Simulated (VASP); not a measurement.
Input of a VASP 6.6.1 run:

Contents of INCAR:

```
PREC = Accurate ; ENCUT = 520
EDIFF = 1E-7 ; ISMEAR = 0
SIGMA = 0.15 ; LREAL = F
LASPH = T ; NELM = 60
ALGO = Normal ; ISIF = 2
LWAVE = F ; LCHARG = F
GGA = PE ; NBANDS = 15
```

KPOINTS

```
regular mesh
0
Gamma
  18 18 16
```

Contents of POSCAR:

```
TaN
1.0
    2.9945000000      0.0000000000      0.0000000000
   -1.4972500000      2.5933130716      0.0000000000
    0.0000000000      0.0000000000      2.7819000000
Ta N
1 1
Direct
    0.3333333333      0.6666666667      0.5000000000
    0.0000000000      0.0000000000      0.0000000000
```

Potentials or basis: VASP PAW PBE potentials, release 64 (Ta_pv, N).

Launch:

```sh
$ cat potpaw_PBE.64/Ta_pv/POTCAR potpaw_PBE.64/N/POTCAR > POTCAR
$ mpirun -np 1 vasp_std > vasp.out
```

(1) Predict the pressure.

(2) What does it give for the band gap on the k mesh?

## Answers

(1) 6.7 GPa.

(2) zero (bands 8 and 9 overlap by 0.28 eV).

Caveat: the stress differs along the axes, from -6 to 32 GPa; spin-orbit coupling is left out, which moves the levels of the heavy elements.
